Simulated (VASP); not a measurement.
# Hf: single point with RPBE

Hf:

```
CELL_PARAMETERS angstrom
3.19670 0.00000 0.00000
-1.59835 2.76842 0.00000
0.00000 0.00000 5.05780
ATOMIC_POSITIONS crystal
Hf 0.66667 0.33333 0.75000
Hf 0.33333 0.66667 0.25000
```

| Property | Result |
| --- | --- |
| Program | VASP 6.6.1 |
| Task | single point |
| Functional | RPBE |
| Potentials or basis | VASP PAW PBE potentials, release 64 (Hf_pv) |
| Cutoff | 520 eV |
| k mesh | 10 × 10 × 5 |
| Occupations | gaussian, width 0.02 eV |
| Spin | no spin polarisation |

```
Pressure               : 3.0 GPa
Band gap on the k mesh : zero (bands 10 and 11 overlap by 1.52 eV)
```

Stress tensor (GPa, compression positive):
```
3.09 0.00 0.00
0.00 3.09 0.00
0.00 0.00 2.75
```

Levels at points of the mesh, in eV from the Fermi level:
```
           k point  band 6  band 7  band 8  band 9  band 10  band 11  band 12  band 13  band 14  band 15
(0.00, 0.00, 0.00)  -30.24   -7.37   -3.69    0.60     1.21     1.21     1.49     2.03     2.03     2.68
(0.50, 0.00, 0.00)  -30.32   -3.34   -2.73   -2.22    -0.82     0.83     0.88     1.70     5.92     6.43
```

Run time: 14 s on 1 thread of Intel(R) Xeon(R) Platinum 8488C (Sapphire Rapids), on a shared host, peak memory 0.17 GiB.

Caveat: the PAW data sets were made with another functional, which shifts forces and pressure a little; spin-orbit coupling is left out, which moves the levels of the heavy elements.
